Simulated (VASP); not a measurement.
Here is a VASP 6.6.1 calculation.

The input INCAR:

```
SYSTEM = CoPd2O2
  PREC = Accurate
  ENCUT = 520
  EDIFF = 1E-7
  ISMEAR = -1
  SIGMA = 0.05
  LREAL = .FALSE.
  LASPH = .TRUE.
  NELM = 150
  ALGO = Normal
  ISIF = 2
  LWAVE = .FALSE.
  LCHARG = .FALSE.
  ISPIN = 2
  MAGMOM = 0 0 0 0 2
  LORBIT = 11
  LMAXMIX = 4
  LDIPOL = .TRUE.
  IDIPOL = 3
  DIPOL = 0.5 0.5 0.500
  GGA = PE
  NBANDS = 32
```

Contents of KPOINTS:

```
Automatic mesh
0
G
  11 11 1
  0 0 0
```

POSCAR

```
CoPd2O2
1.0
    2.8449990154      0.0000000000      0.0000000000
   -1.4224995077      2.4638414211      0.0000000000
    0.0000000000      0.0000000000     20.9600000000
Pd O Co
2 2 1
Direct
    0.6666666667      0.3333333333      0.3578244275
    0.3333333333      0.6666666667      0.6421755725
    0.6666666667      0.3333333333      0.4534943702
    0.3333333333      0.6666666667      0.5465056298
    0.0000000000      0.0000000000      0.5000000000
```

Potentials or basis: VASP PAW PBE potentials, release 64 (Pd, O, Co).

Run with:

```console
$ cat potpaw_PBE.64/Pd/POTCAR potpaw_PBE.64/O/POTCAR potpaw_PBE.64/Co/POTCAR > POTCAR
$ mpirun -np 1 vasp_std > vasp.out
```

What does it give for the largest force?

0.672 eV/Å.

Estimate the net moment.

1.34 μB per cell.

Forces on the atoms (eV/Å):
```
Pd   0.000  0.000 -0.672
Pd   0.000  0.000  0.672
O    0.000  0.000  0.543
O    0.000  0.000 -0.543
Co   0.000  0.000  0.000
```
